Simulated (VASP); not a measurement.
A run of VASP 6.6.1 is set up as follows.

INCAR

```
PREC     = Accurate       # precision mode
ENCUT    = 600            # plane-wave cutoff, eV
EDIFF    = 1E-6           # SCF threshold, eV
ISMEAR   = 0              # smearing method
SIGMA    = 0.1            # smearing width, eV
LREAL    = F              # projectors in reciprocal space
LASPH    = T              # aspherical terms in the spheres
NELM     = 100            # most SCF steps
ALGO     = Normal         # electronic algorithm
ISIF     = 3              # what is computed and relaxed
LWAVE    = F              # write WAVECAR
LCHARG   = F              # write CHGCAR
GGA      = PE             # functional
IBRION   = 2              # ionic algorithm
NSW      = 90             # ionic steps
EDIFFG   = -0.04          # ionic threshold
```

File KPOINTS:

```
Automatic mesh
0
Gamma
  4 4 4
```

POSCAR

```
KAlAs3
1.0
    4.7642051674      0.0000000000      0.0000000000
    0.0000000000      4.7642051674      0.0000000000
    0.0000000000      0.0000000000      4.7642051674
K Al As
1 1 3
Direct
    0.0000000000      0.0000000000      0.0000000000
    0.5000000000      0.5000000000      0.5000000000
    0.0000000000      0.5000000000      0.5000000000
    0.5000000000      0.0000000000      0.5000000000
    0.5000000000      0.5000000000      0.0000000000
```

Potentials or basis: VASP PAW PBE potentials, release 64 (K_sv, Al, As).

Launch:

```sh
$ cat potpaw_PBE.64/K_sv/POTCAR potpaw_PBE.64/Al/POTCAR potpaw_PBE.64/As/POTCAR > POTCAR
$ mpirun -np 1 vasp_std > vasp.out
```

Task: What does it give for the space group after relaxing (to 0.05 Å)?

Result: Pm-3m (No. 221).

Task: Estimate the relaxed cell.

Result: a = 5.007 Å, b = 5.007 Å, c = 5.007 Å, α = 90.00°, β = 90.00°, γ = 90.00°.

Task: Estimate the relaxed volume.

Result: 25.11 Å³/atom.

Final structure:
```yaml
crystal:
  lattice:
    - [5.00701, 0.00000, 0.00000]
    - [0.00000, 5.00701, 0.00000]
    - [0.00000, 0.00000, 5.00701]
  atoms:
    - { symbol: K, position: [0.00000, 0.00000, 0.00000] }
    - { symbol: Al, position: [0.50000, 0.50000, 0.50000] }
    - { symbol: As, position: [0.00000, 0.50000, 0.50000] }
    - { symbol: As, position: [0.50000, 0.00000, 0.50000] }
    - { symbol: As, position: [0.50000, 0.50000, 0.00000] }
```

Caveat: the volume moved by over 15 % at a fixed basis, so the end points are rough.
